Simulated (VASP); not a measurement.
# PbO2 (Pnma) in VASP: single point with PBE

Aim: the single point of PbO2 with PBE.

All numbers are computed with VASP 6.6.1; they aren't measurements. Logs are shortened: lines on timing, memory, paths and dates and some standing lists are left out, and cuts for length are marked.

**1. The cell of the first run**

The structure is orthorhombic, space group Pnma (No. 62). The conventional cell has a = 5.343 Å, b = 3.295 Å, c = 6.290 Å, α = 90.00°, β = 90.00°, γ = 90.00°. Pb (site symmetry m) has 9 O at 2.06 to 2.47 Å within 2.7 Å. O (site symmetry m) has 4 Pb at 2.06 to 2.15 Å and 8 O at 2.44 to 2.60 Å within 2.7 Å. Within 2.9 Å of O (site symmetry m) lie 5 Pb at 2.14 to 2.47 Å and 10 O at 2.44 to 2.83 Å.

**2. Single point, PBE**

The input, INCAR:

```
PREC     = Accurate       # precision mode
ENCUT    = 520            # plane-wave cutoff, eV
EDIFF    = 1E-6           # SCF threshold, eV
ISMEAR   = -1             # smearing method
SIGMA    = 0.05           # smearing width, eV
LREAL    = F              # projectors in reciprocal space
LASPH    = T              # aspherical terms in the spheres
NELM     = 80             # most SCF steps
ALGO     = Normal         # electronic algorithm
ISIF     = 2              # what is computed and relaxed
LWAVE    = F              # write WAVECAR
LCHARG   = T              # write CHGCAR
GGA      = PE             # functional
LELF     = T              # ELF
LVHAR    = T            
NBANDS   = 64             # bands
```

The input, KPOINTS:

```
regular mesh
0
Gamma
  6 10 5
```

The input, POSCAR:

```
PbO2
1.0
    5.3430000000      0.0000000000      0.0000000000
    0.0000000000      3.2950000000      0.0000000000
    0.0000000000      0.0000000000      6.2900000000
Pb O
4 8
Direct
    0.2560806978      0.2500000000      0.8910841497
    0.7439193022      0.7500000000      0.1089158503
    0.7560806978      0.2500000000      0.6089158503
    0.2439193022      0.7500000000      0.3910841497
    0.3556821709      0.2500000000      0.5754162028
    0.6443178291      0.7500000000      0.4245837972
    0.8556821709      0.2500000000      0.9245837972
    0.1443178291      0.7500000000      0.0754162028
    0.0227249573      0.7500000000      0.6752716849
    0.9772750427      0.2500000000      0.3247283151
    0.5227249573      0.7500000000      0.8247283151
    0.4772750427      0.2500000000      0.1752716849
```

Potentials or basis: VASP PAW PBE potentials, release 64 (Pb_d, O).

Run with:

```
> cat potpaw_PBE.64/Pb_d/POTCAR potpaw_PBE.64/O/POTCAR > POTCAR
> mpirun -np 1 vasp_std > vasp.out
```

OUTCAR:

```text
PREC = Accurate
   ENCUT = 520
   EDIFF = 1E-6
   ISMEAR = -1
   LREAL = F
   LASPH = T
   NELM = 80
   ISIF = 2
   GGA = PE

 ion  position               nearest neighbor table
   1  0.256  0.250  0.891-   5 2.06   8 2.10   8 2.10  12 2.14   7 2.15  11 2.22  11 2.22   9 2.47
                             9 2.47   3 3.21   3 3.21   2 3.37   2 3.37   2 3.48   2 3.48   4 3.55
   2  0.744  0.750  0.109-   6 2.06   7 2.10   7 2.10  11 2.14   8 2.15  12 2.22  12 2.22  10 2.47
                            10 2.47   4 3.21   4 3.21   1 3.37   1 3.37   1 3.48   1 3.48   3 3.55
   3  0.756  0.250  0.609-   7 2.06   6 2.10   6 2.10  10 2.14   5 2.15   9 2.22   9 2.22  11 2.47
                            11 2.47   1 3.21   1 3.21   4 3.37   4 3.37   4 3.48   4 3.48   2 3.55
   4  0.244  0.750  0.391-   8 2.06   5 2.10   5 2.10   9 2.14   6 2.15  10 2.22  10 2.22  12 2.47
                            12 2.47   2 3.21   2 3.21   3 3.37   3 3.37   3 3.48   3 3.48   1 3.55
   5  0.356  0.250  0.575-   1 2.06   4 2.10   4 2.10   3 2.15
   6  0.644  0.750  0.425-   2 2.06   3 2.10   3 2.10   4 2.15
   7  0.856  0.250  0.925-   3 2.06   2 2.10   2 2.10   1 2.15
   8  0.144  0.750  0.075-   4 2.06   1 2.10   1 2.10   2 2.15
   9  0.023  0.750  0.675-   4 2.14   3 2.22   3 2.22   1 2.47   1 2.47
  10  0.977  0.250  0.325-   3 2.14   4 2.22   4 2.22   2 2.47   2 2.47
  11  0.523  0.750  0.825-   2 2.14   1 2.22   1 2.22   3 2.47   3 2.47
  12  0.477  0.250  0.175-   1 2.14   2 2.22   2 2.22   4 2.47   4 2.47

  LATTYP: Found a simple orthorhombic cell.
 ALAT       =     3.2950000000
 B/A-ratio  =     1.6215477997
 C/A-ratio  =     1.9089529590

  Lattice vectors:

 A1 = (   0.0000000000,  -3.2950000000,   0.0000000000)
 A2 = (   5.3430000000,   0.0000000000,   0.0000000000)
 A3 = (   0.0000000000,   0.0000000000,   6.2900000000)

Analysis of symmetry for initial positions (statically):
=====================================================================
 Subroutine PRICEL returns:
 Original cell was already a primitive cell.

 Routine SETGRP: Setting up the symmetry group for a
 simple orthorhombic supercell.

 Subroutine GETGRP returns: Found  8 space group operations
 (whereof  2 operations were pure point group operations)
 out of a pool of  8 trial point group operations.

The static configuration has the point symmetry S_2 .
 The point group associated with its full space group is D_2h.

Analysis of symmetry for dynamics (positions and initial velocities):
=====================================================================
 Subroutine PRICEL returns:
 Original cell was already a primitive cell.

 Routine SETGRP: Setting up the symmetry group for a
 simple orthorhombic supercell.

 Subroutine GETGRP returns: Found  8 space group operations
 (whereof  2 operations were pure point group operations)
 out of a pool of  8 trial point group operations.

The dynamic configuration has the point symmetry S_2 .
 The point group associated with its full space group is D_2h.

 Subroutine INISYM returns: Found  8 space group operations
 (whereof  2 operations are pure point group operations),
 and found     1 'primitive' translations

----------------------------------------------------------------------------------------

                                     Primitive cell

  volume of cell :     110.7366

  direct lattice vectors                    reciprocal lattice vectors
     5.343000000  0.000000000  0.000000000     0.187160771  0.000000000  0.000000000
     0.000000000  3.295000000  0.000000000     0.000000000  0.303490137  0.000000000
     0.000000000  0.000000000  6.290000000     0.000000000  0.000000000  0.158982512

  length of vectors
     5.343000000  3.295000000  6.290000000     0.187160771  0.303490137  0.158982512

  position of ions in fractional coordinates (direct lattice)
     0.256080698  0.250000000  0.891084150
     0.743919302  0.750000000  0.108915850
     0.756080698  0.250000000  0.608915850
     0.243919302  0.750000000  0.391084150
     0.355682171  0.250000000  0.575416203
     0.644317829  0.750000000  0.424583797
     0.855682171  0.250000000  0.924583797
     0.144317829  0.750000000  0.075416203
     0.022724957  0.750000000  0.675271685
     0.977275043  0.250000000  0.324728315
     0.522724957  0.750000000  0.824728315
     0.477275043  0.250000000  0.175271685

  ion indices of the primitive-cell ions
   primitive index   ion index
                 1           1
                 2           2
                 3           3
                 4           4
                 5           5
                 6           6
                 7           7
                 8           8
                 9           9
                10          10
                11          11
                12          12

----------------------------------------------------------------------------------------

 KPOINTS: regular mesh

Automatic generation of k-mesh.
 Grid dimensions read from file:
 generate k-points for:    6   10    5

 Generating k-lattice:

  Cartesian coordinates                     Fractional coordinates (reciprocal lattice)
     0.031193462  0.000000000  0.000000000     0.166666667  0.000000000  0.000000000
     0.000000000  0.030349014  0.000000000     0.000000000  0.100000000  0.000000000
     0.000000000  0.000000000  0.031796502     0.000000000  0.000000000  0.200000000

  Length of vectors
     0.031193462  0.030349014  0.031796502

  Shift w.r.t. Gamma in fractional coordinates (k-lattice)
     0.000000000  0.000000000  0.000000000

 Subroutine IBZKPT returns following result:
 ===========================================

 Found     72 irreducible k-points:

 Following reciprocal coordinates:
            Coordinates               Weight
  0.000000  0.000000  0.000000      1.000000
  0.166667  0.000000  0.000000      2.000000
  0.333333  0.000000  0.000000      2.000000
  0.500000  0.000000  0.000000      1.000000
  0.000000  0.100000  0.000000      2.000000
  0.166667  0.100000  0.000000      4.000000
[... 16 lines left out ...]
  0.333333  0.500000  0.000000      2.000000
  0.500000  0.500000  0.000000      1.000000
 [... further k-points ...]
   k-points           NKPTS =     72   k-points in BZ     NKDIM =     72   number of bands    NBANDS=     64
   number of dos      NEDOS =    301   number of ions     NIONS =     12
   total plane-waves  NPLWV =  53760
   dimension x,y,z NGX =    40 NGY =   28 NGZ =   48
   dimension x,y,z NGXF=    80 NGYF=   56 NGZF=   96
   ions per type =               4   8
   NGX,Y,Z   is equivalent  to a cutoff of  12.45, 14.13, 12.69 a.u.
   NGXF,Y,Z  is equivalent  to a cutoff of  24.89, 28.25, 25.37 a.u.
 SYSTEM =  unknown system
   PREC   = accura    normal or accurate (medium, high low for compatibility)
   ISTART =      0    job   : 0-new  1-cont  2-samecut
   ICHARG =      2    charge: 1-file 2-atom 10-const
   ISPIN  =      1    spin polarized calculation?
   LNONCOLLINEAR =      F non collinear calculations
   LSORBIT =      F    spin-orbit coupling
   LASPH  =      T    aspherical Exc in radial PAW
   ENCUT  =  520.0 eV  38.22 Ry    6.18 a.u.   9.93  6.13 11.70*2*pi/ulx,y,z
   NELM   =     80;   NELMIN=  2; NELMDL= -5     # of ELM steps
   EDIFF  = 0.1E-05   stopping-criterion for ELM
   LREAL  =      F    real-space projection
   EDIFFG = 0.1E-04   stopping-criterion for IOM
   NSW    =      0    number of steps for IOM
   IBRION =     -1    ionic relax: 0-MD 1-quasi-New 2-CG
   NFREE  =      0    steps in history (QN), initial steepest desc. (CG)
   ISIF   =      2    stress and relaxation
   ISYM   =      2    0-nonsym 1-usesym 2-fastsym
   POTIM  = 0.5000    time-step for ionic-motion
   TEBEG  =    0.0;   TEEND  =   0.0 temperature during run
   PSTRESS=    0.0 pullay stress
   NELECT =     104.0000    total number of electrons
   NUPDOWN=      -1.0000    fix difference up-down
   EMIN   =  10.00;   EMAX   =-10.00  energy-range for DOS
   EFERMI =   0.00;   METHOD = LEGACY
   ISMEAR =    -1;   SIGMA  =   0.05  broadening in eV -4-tet -1-fermi 0-gaus
   EFERMI_NEDOS =   21; number of points for ismear=-14 and -15
   IALGO  =     38    algorithm
   IMIX   =      4    mixing-type and parameters
     AMIX     =   0.40;   BMIX     =  1.00
     AMIX_MAG =   1.60;   BMIX_MAG =  1.00
  volume/ion in A,a.u.               =       9.23        62.27
  Fermi-wavevector in a.u.,A,eV,Ry     =   1.603204  3.029617 34.970564  2.570264
  Thomas-Fermi vector in A             =   2.699904
   LORBIT       =      0    0 simple, 1 ext, 2 COOP (PROOUT), +10 PAW based schemes
   GGA     = PE    functional components
   LHFCALC =     F    Hartree Fock is set to
   AEXX    =    0.0000 exact exchange contribution
   IVDW    =     0    specifies the selected vdW correction
   LEPSILON=     F    determine dielectric tensor
   LRPA    =     F    only Hartree local field effects (RPA)
 non-spin polarized calculation
  energy-cutoff  :      520.00
  volume of cell :      110.74
 maximum number of plane-waves:      3008
 NGX is ok and might be reduce to    40
   NGX = 19   NGY = 13   NGZ = 23

 number of electron     104.0000005 magnetization

 Free energy of the ion-electron system (eV)
  ---------------------------------------------------
  ext. energy  EPLUGINS =         0.00000000
  ---------------------------------------------------
  free energy    TOTEN  =       -54.74640664 eV

  energy without entropy =      -54.74447948  energy(sigma->0) =      -54.74544306

 E-fermi :  10.5433     XC(G=0): -13.4292

 val. band max:       10.4095445698   @ k =   0.0000   0.4000   0.0000
 cond. band min:      11.1558763928   @ k =   0.0000   0.1000   0.0000
 fundamental gap:      0.7463318230
 Fermi energy:        10.5432566420

 k-point     1 :       0.0000    0.0000    0.0000
  band No.  band energies     occupation
      1     -10.7730      2.00000
      2      -9.3569      2.00000
      3      -9.0483      2.00000
      4      -8.5504      2.00000
      5      -7.9093      2.00000
      6      -7.6835      2.00000
[... 56 lines left out ...]
     63      21.6063      0.00000
     64      22.0829      0.00000

 k-point     2 :       0.1667    0.0000    0.0000
  band No.  band energies     occupation
      1     -10.6790      2.00000
      2      -9.4135      2.00000
      3      -9.0344      2.00000
      4      -8.5517      2.00000
      5      -7.9615      2.00000
      6      -7.7595      2.00000
[... 56 lines left out ...]
     63      21.9167      0.00000
     64      22.0147      0.00000

 k-point     3 :       0.3333    0.0000    0.0000
  band No.  band energies     occupation
      1     -10.4145      2.00000
      2      -9.6557      2.00000
      3      -8.9269      2.00000
      4      -8.5992      2.00000
      5      -8.0350      2.00000
      6      -7.9045      2.00000
[... 1396 lines left out ...]
     63      22.0713      0.00000
     64      22.0713      0.00000

 k-point    24 :       0.5000    0.5000    0.0000
  band No.  band energies     occupation
      1      -9.0811      2.00000
      2      -9.0811      2.00000
      3      -9.0811      2.00000
      4      -9.0811      2.00000
      5      -7.8732      2.00000
      6      -7.8732      2.00000
[... 56 lines left out ...]
     63      21.7845      0.00000
     64      21.7845      0.00000

 [... further k-points ...]
[... 5 lines left out ...]
  --------------------------------------------------------------------------------------
  -------------------------------------------------------------------------------------
  Total       51.8437736     52.1688938     53.4598721     -0.0000000      0.0000000      0.0000000
  in kB      750.0944451    754.7984022    773.4767416     -0.0000000      0.0000000      0.0000000
  external PRESSURE =     759.4565296 kB  Pullay stress =       0.0000000 kB

 VOLUME and BASIS-vectors are now :
 -----------------------------------------------------------------------------
  energy-cutoff  :      520.00
  volume of cell :      110.74
      direct lattice vectors                 reciprocal lattice vectors
     5.343000000  0.000000000  0.000000000     0.187160771  0.000000000  0.000000000
     0.000000000  3.295000000  0.000000000     0.000000000  0.303490137  0.000000000
     0.000000000  0.000000000  6.290000000     0.000000000  0.000000000  0.158982512

 POSITION                                       TOTAL-FORCE (eV/Angst)
 -----------------------------------------------------------------------------------
      1.36824      0.82375      5.60492        -0.001087     -0.000000     -0.007778
      3.97476      2.47125      0.68508         0.001087     -0.000000      0.007778
      4.03974      0.82375      3.83008        -0.001087     -0.000000      0.007778
      1.30326      2.47125      2.45992         0.001087      0.000000     -0.007778
      1.90041      0.82375      3.61937         0.010990      0.000000     -0.002447
      3.44259      2.47125      2.67063        -0.010990     -0.000000      0.002447
      4.57191      0.82375      5.81563         0.010990      0.000000      0.002447
      0.77109      2.47125      0.47437        -0.010990     -0.000000     -0.002447
      0.12142      2.47125      4.24746         0.001701      0.000000      0.014515
      5.22158      0.82375      2.04254        -0.001701     -0.000000     -0.014515
      2.79292      2.47125      5.18754         0.001701     -0.000000     -0.014515
      2.55008      0.82375      1.10246        -0.001701     -0.000000      0.014515
 -----------------------------------------------------------------------------------
    total drift:                                0.000000      0.000000      0.000000

  FREE ENERGIE OF THE ION-ELECTRON SYSTEM (eV)
  ---------------------------------------------------
  free  energy   TOTEN  =       -54.7464066391 eV

  energy  without entropy=      -54.7444794826  energy(sigma->0) =      -54.74544306
```

Run time: 11 min. Hardware: 1 thread of Intel Xeon 8259CL, shared host; peak memory 0.47 GiB.

What came out:

- Free energy: -54.7464 eV
- Pressure: 75.9 GPa
- Largest force: 0.015 eV/Å
- Band gap on the k mesh: zero (bands 52 and 53 overlap by 0.22 eV)

Forces on the atoms (eV/Å):
```
Pb  -0.001  0.000 -0.008
Pb   0.001  0.000  0.008
Pb  -0.001  0.000  0.008
Pb   0.001  0.000 -0.008
O    0.011  0.000 -0.002
O   -0.011  0.000  0.002
O    0.011  0.000  0.002
O   -0.011  0.000 -0.002
O    0.002  0.000  0.015
O   -0.002  0.000 -0.015
O    0.002  0.000 -0.015
O   -0.002  0.000  0.015
```

Stress tensor (GPa, compression positive):
```
75.01  0.00  0.00
 0.00 75.48  0.00
 0.00  0.00 77.35
```

Caveat: the cell stands under pressure; semilocal functionals underestimate gaps, so a narrow gap can read as zero; spin-orbit coupling is left out, which moves the levels of the heavy elements.
